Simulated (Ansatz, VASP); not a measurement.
## Bi: VASP beside Ansatz

The input INCAR:

```
SYSTEM = Bi
PREC = Accurate
ENCUT = 500
EDIFF = 1E-6
ISMEAR = -1
SIGMA = 0.1
LREAL = .False.
LASPH = .True.
NELM = 120
ALGO = Normal
ISIF = 2
LWAVE = .False.
LCHARG = .False.
GGA = B5
ALDAX = 1.0
AGGAX = 1.0
AGGAC = 1.0
ALDAC = 0.0
NBANDS = 38
GGA_COMPAT = .False.
```

KPOINTS

```
Automatic mesh
0
Gamma
  11 11 3
  0 0 0
```

File POSCAR:

```
Bi
1.0
    3.7470483682      0.0000000000      0.0000000000
   -1.8735241841      3.2450390760      0.0000000000
    0.0000000000      0.0000000000     12.6755832707
Bi
4
Direct
    1.0000000000      0.0000000000      1.0000000000
    1.0000000000      0.0000000000      0.5000000000
    0.3333333333      0.6666666667      0.2500000000
    0.6666666667      0.3333333333      0.7500000000
```

Input for Ansatz:

```yaml
crystal:
  lattice:
    - [3.7470483682, 0.0, 0.0]
    - [-1.8735241841, 3.245039076, 0.0]
    - [0.0, 0.0, 12.6755832707]
  atoms:
    - { symbol: Bi, position: [1.0, 0.0, 1.0] }
    - { symbol: Bi, position: [1.0, 0.0, 0.5] }
    - { symbol: Bi, position: [0.3333333333, 0.6666666667, 0.25] }
    - { symbol: Bi, position: [0.6666666667, 0.3333333333, 0.75] }
hamiltonian:
  xc: blyp
  pseudopotentials:
    kind: paw
    azcp:
      Bi: "pseudopotentials/Bi.paw.azcp"
basis:
  ecutwfc: 420
  fft_grid_basis: typed
kpoints:
  mp_grid: { grid: [11, 11, 3], shift: [0, 0, 0] }
magnetization:
  spin_polarized: false
scf:
  occupations: { method: fermi_dirac, width: 0.1 }
  lower_state_search: "off"
output:
  stress: true
```

Alike in both runs: task single point; functional BLYP; k mesh 11 × 11 × 3; occupations fermi-dirac, width 0.1 eV; no spin polarisation.

```csv
,VASP,Ansatz
version,VASP 6.6.1,Ansatz 0.2.0
potentials or method,"VASP PAW PBE potentials, release 64 (Bi_d), cutoff 500 eV","plane waves (420 eV) with PAW, scalar-relativistic"
valence electrons in the cell,60,60
```

Ansatz gave:

| Item | Value |
| --- | --- |
| pressure (GPa) | -3.5 |
| traceless stress, the component that is largest in VASP (GPa) | 0.38 |

Question: Estimate VASP's values.

Answer: Pressure (GPa): -3.5; traceless stress, the component that is largest in VASP (GPa): 0.37.

VASP's potentials were made for PBE, not for BLYP.

Spin-orbit coupling is off throughout.
